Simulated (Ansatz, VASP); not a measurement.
## Si in VASP and in Ansatz

```
CELL_PARAMETERS angstrom
-2.40694 2.40694 1.34920
2.40694 -2.40694 1.34920
2.40694 2.40694 -1.34920
ATOMIC_POSITIONS crystal
Si 0.25000 0.75000 0.50000
Si 0.50000 0.50000 0.00000
```

Change from the starting cell: strain +0.015 along x and y, +0.015 along z, atoms carried along.

Alike in both runs: task single point; functional PBE; k mesh 20 × 20 × 20; occupations gaussian, width 0.15 eV; no spin polarisation.

```csv
,VASP,Ansatz
version,VASP 6.6.1,Ansatz 0.2.0
potentials or method,"VASP PAW PBE potentials, release 64 (Si), cutoff 520 eV","scalar-relativistic, plane waves, PAW"
valence electrons in the cell,8,8
```

```tsv
	VASP	Ansatz	Ansatz less VASP
gap on the k mesh at the Fermi level (eV)	none	none	-
pressure (GPa)	-1.8	-1.7	+0.05
traceless stress, the component that is largest in VASP (GPa)	-0.70	-0.72	-0.020
```

A gap of «none» marks a metal or a gap that the smearing closes.
